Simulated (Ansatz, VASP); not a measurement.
**CoSi2: VASP beside Ansatz**

The input INCAR:

```
SYSTEM = CoSi2
ALGO = Normal
EDIFF = 1E-6
ENCUT = 520
GGA = PE
ISIF = 2
ISMEAR = -1
LASPH = .TRUE.
LCHARG = .FALSE.
LREAL = .FALSE.
LWAVE = .FALSE.
NBANDS = 16
NELM = 60
PREC = Accurate
SIGMA = 0.08
```

File KPOINTS:

```
k-points
0
G
  10 10 8
  0 0 0
```

Contents of POSCAR:

```
CoSi2
1.0
    3.8460555899      0.0000000001      0.0000000000
   -1.9230277950      3.3307818452      0.0000000000
    0.0000000000      0.0000000000      2.3500466563
Co Si
1 2
Direct
    0.0000000000      0.0000000000      0.0000000000
    0.3333333333      0.6666666667      0.5000000000
    0.6666666667      0.3333333333      0.5000000000
```

Input for Ansatz:

```yaml
crystal:
  lattice:
    - [3.8460555899, 1.0e-10, 0.0]
    - [-1.923027795, 3.3307818452, 0.0]
    - [0.0, 0.0, 2.3500466563]
  atoms:
    - { symbol: Co, position: [0.0, 0.0, 0.0] }
    - { symbol: Si, position: [0.3333333333, 0.6666666667, 0.5] }
    - { symbol: Si, position: [0.6666666667, 0.3333333333, 0.5] }
kpoints:
  mp_grid: { grid: [10, 10, 8] }
scf:
  occupations: { method: fermi_dirac, width: 0.08 }
hamiltonian:
  xc: pbe
  pseudopotentials: { kind: paw }
output:
  forces: true
  stress: true
  eigenvalues: true
  populations: true
  write_density: true
  write_potential: true
  elf: true
  volumetric_format: npy
```

Change from the starting cell: volume scaled by 0.8, PAW files.

Alike in both runs: task single point; functional PBE; k mesh 10 × 10 × 8; occupations fermi-dirac, width 0.08 eV; no spin polarisation.

|  | VASP | Ansatz |
| --- | --- | --- |
| version | VASP 6.6.1 | Ansatz 0.2.0 |
| potentials or method | VASP PAW PBE potentials, release 64 (Co, Si) | PAW with Ansatz's default frozen-core files, scalar-relativistic |
| plane-wave cutoff (eV) | 520 | 420 |
| valence electrons in the cell | 17 | 25 |

```tsv
	VASP	Ansatz	Ansatz less VASP
pressure (GPa)	53.8	54.0	+0.28
```

Both programs put the cell under a high pressure, so it lies far from rest at this level. VASP's potentials hold 17 valence electrons a cell and Ansatz's 25, so a difference there can come from the potentials and not from the codes.
